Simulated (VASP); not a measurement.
Here is a VASP 6.6.1 calculation.

The input INCAR:

```
ALGO = Normal
EDIFF = 1E-6
EDIFFG = -0.01
ENCUT = 600
GGA = PS
IBRION = 2
ISIF = 3
ISMEAR = -1
LASPH = True
LCHARG = False
LREAL = False
LWAVE = False
NELM = 100
NSW = 100
PREC = Accurate
SIGMA = 0.03
```

The input KPOINTS:

```
k-points
0
Gamma
  6 6 6
```

File POSCAR:

```
WSe2
1.0
    0.0000000000      3.2004351100      3.2004351100
    3.2004351100      0.0000000000      3.2004351100
    3.2004351100      3.2004351100      0.0000000000
W Se
1 2
Direct
    0.0000000000      0.0000000000      0.0000000000
    0.7500000000      0.7500000000      0.7500000000
    0.2500000000      0.2500000000      0.2500000000
```

Potentials or basis: VASP PAW PBE potentials, release 64 (W_sv, Se).

Run with:

```console
$ cat potpaw_PBE.64/W_sv/POTCAR potpaw_PBE.64/Se/POTCAR > POTCAR
$ mpirun -np 1 vasp_std > vasp.out
```

(1) Predict the space group after relaxing (to 0.05 Å).

(2) What does it give for the relaxed volume?

(3) What does it give for the relaxed cell?

(4) Estimate the band gap on the k mesh.

## Answers

(1) Fm-3m (No. 225).

(2) 19.26 Å³/atom.

(3) a = 4.339 Å, b = 4.339 Å, c = 4.339 Å, α = 60.00°, β = 60.00°, γ = 60.00°.

(4) zero (band 13 reaches 7.27 eV, above the bottom of band 14 at 6.50 eV).

Caveat: the PAW data sets were made with another functional, which shifts forces and pressure a little; spin-orbit coupling is left out, which moves the levels of the heavy elements.
